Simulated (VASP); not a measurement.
The system is Ba.

```
CELL_PARAMETERS angstrom
7.06865 0.00000 0.00000
-3.53433 6.12163 0.00000
0.00000 0.00000 4.33308
ATOMIC_POSITIONS crystal
Ba 0.00000 0.00000 0.00000
Ba 0.33333 0.66667 0.50000
Ba 0.66667 0.33333 0.50000
```

This isn't the form of Ba at room conditions, which is bcc.

```yaml
Program: VASP 6.6.1
Task: relaxation of cell and atoms
Functional: PBEsol
Potentials_or_basis: VASP PAW PBE potentials, release 64 (Ba_sv)
Cutoff: 600 eV
k_mesh: 5 × 5 × 7
Occupations: fermi-dirac, width 0.1 eV
Spin: no spin polarisation
```

At the start: pressure -0.4 GPa; volume 62.50 Å³/atom.

Problem. How do energy, volume and symmetry change on relaxing?

Solution. Over 6 steps the energy falls by 7.2 meV/atom and the volume is 59.11 Å³/atom (-5.4 %); space group P6/mmm (No. 191, to 0.1 Å) before and after.

The path:
```csv
step,energy change (eV),largest force (eV/Å),pressure (GPa),volume (Å³)
1,0.0000,0.0000,-0.44,187.50
2,-0.0145,0.0000,-0.26,182.88
3,-0.0215,0.0000,-0.02,177.58
4,-0.0216,0.0000,0.02,176.95
5,-0.0216,0.0000,0.01,177.16
6,-0.0216,0.0000,0.00,177.32
```

Final structure:
```
Ba
1.0
     7.00234    0.00000    0.00000
    -3.50117    6.06420    0.00000
     0.00000    0.00000    4.17576
Ba
3
Direct
  0.00000 0.00000 0.00000
  0.33333 0.66667 0.50000
  0.66667 0.33333 0.50000
```

Caveat: the PAW data sets were made with another functional, which shifts forces and pressure a little.
